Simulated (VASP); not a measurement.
Runs of VASP 6.6.1 on CuI. The structure is that of space group F-43m (No. 216), or close to it. The cells are those of the table. 

```tsv
task	level	potentials or basis	cell	k mesh	cutoff (eV)	smearing	grid for exact exchange (PRECFOCK)	share of exact exchange	screening parameter	gap on the mesh (eV)	pressure (GPa)	relaxed volume (Å³/atom)
relaxation of cell and atoms	PBEsol	VASP PAW PBE potentials, release 64 (Cu, I)	relaxed from a = 4.298 Å, angles 60.0°, 2 atoms	6 × 6 × 6	600	fermi-dirac 0.02 eV	-	-	-	1.19	0.0	26.28
relaxation of cell and atoms	r2SCAN	VASP PAW PBE potentials, release 64 (Cu, I)	relaxed from a = 4.298 Å, angles 60.0°, 2 atoms	6 × 6 × 6	600	fermi-dirac 0.02 eV	-	-	-	1.68	0.0	27.25
single point	r2SCAN	VASP PAW PBE potentials, release 64 (Cu, I)	a = 4.260 Å, angles 60.0°, 2 atoms	6 × 6 × 6	520	fermi-dirac 0.02 eV	-	-	-	1.67	-0.1	-
single point	PBEsol	VASP PAW PBE potentials, release 64 (Cu, I)	a = 4.200 Å, angles 60.0°, 2 atoms	6 × 6 × 6	520	fermi-dirac 0.02 eV	-	-	-	1.20	(b)	-
single point	r2SCAN	VASP PAW PBE potentials, release 64 (Cu, I)	a = 4.260 Å, angles 60.0°, 2 atoms	8 × 8 × 8	520	gaussian 0.01 eV	-	-	-	1.67	-0.1	-
single point	PBE	VASP PAW PBE potentials, release 64 (Cu, I)	a = 4.260 Å, angles 60.0°, 2 atoms	8 × 8 × 8	520	fermi-dirac 0.02 eV	-	-	-	1.20	1.2	-
single point	HSE06	VASP PAW PBE potentials, release 64 (Cu, I)	a = 4.317 Å, angles 60.0°, 2 atoms	4 × 4 × 4	520	fermi-dirac 0.02 eV	Normal	0.25	0.2079 1/Å	(a)	(c)	-
single point	LDA	VASP PAW LDA potentials, release 64 (Cu, I)	a = 4.146 Å, angles 60.0°, 2 atoms	6 × 6 × 6	520	fermi-dirac 0.02 eV	-	-	-	1.28	0.2	-
relaxation of cell and atoms	LDA	VASP PAW LDA potentials, release 64 (Cu, I)	relaxed from a = 4.298 Å, angles 60.0°, 2 atoms	6 × 6 × 6	600	fermi-dirac 0.02 eV	-	-	-	1.28	0.0	(d)
dielectric tensor	PBE	VASP PAW PBE potentials, release 64 (Cu, I)	a = 4.260 Å, angles 60.0°, 2 atoms	6 × 6 × 6	520	gaussian 0.01 eV	-	-	-	1.20	-	-
single point	LDA	VASP PAW LDA potentials, release 64 (Cu, I)	a = 4.260 Å, angles 60.0°, 2 atoms	8 × 8 × 8	520	gaussian 0.01 eV	-	-	-	1.05	-3.6	-
```

Alike in all rows: no spin polarisation.

Task: Fill in the values left out.

Result: (a) 2.55; (b) 0.4; (c) -0.2; (d) 25.24.

Caveats: some runs use coarse meshes; spin-orbit coupling is left out, which moves the levels of the heavy elements; the PAW data sets were made with another functional, which shifts forces and pressure a little (at least some runs); the cell stands under tension (at least some runs).

A k mesh can miss the band edges, and the runs leave out spin-orbit coupling on I.
